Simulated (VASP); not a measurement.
CsPbCl3:

```
Cs Pb Cl
1.0
     5.60500    0.00000    0.00000
     0.00000    5.60500    0.00000
     0.00000    0.00000    5.60500
Cs Pb Cl
1 1 3
Direct
  0.00000 0.00000 0.00000
  0.50000 0.50000 0.50000
  0.50000 0.50000 0.00000
  0.00000 0.50000 0.50000
  0.50000 0.00000 0.50000
```

* Program: VASP 6.6.1
* Task: relaxation of cell and atoms
* Functional: PBE
* Potentials or basis: VASP PAW PBE potentials, release 64 (Cs_sv, Pb_d, Cl)
* Cutoff: 600 eV
* k mesh: 4 × 4 × 4
* Occupations: fermi-dirac, width 0.02 eV
* Spin: no spin polarisation

At the start: pressure 1.8 GPa; volume 35.22 Å³/atom.

Question: Where does the relaxation end?

Answer: Over 3 steps the energy falls by 14.0 meV/atom and the volume is 37.83 Å³/atom (+7.4 %); space group Pm-3m (No. 221, to 0.1 Å) before and after.

Step by step:
```tsv
step	energy change (eV)	largest force (eV/Å)	pressure (GPa)	volume (Å³)
1	0.0000	0.0000	1.85	176.09
2	-0.0677	0.0000	0.29	186.65
3	-0.0698	0.0000	-0.02	189.13
```

Final structure:
```
Cs Pb Cl
1.0
     5.74016    0.00000    0.00000
     0.00000    5.74016    0.00000
     0.00000    0.00000    5.74016
Cs Pb Cl
1 1 3
Direct
  0.00000 0.00000 0.00000
  0.50000 0.50000 0.50000
  0.50000 0.50000 0.00000
  0.00000 0.50000 0.50000
  0.50000 0.00000 0.50000
```
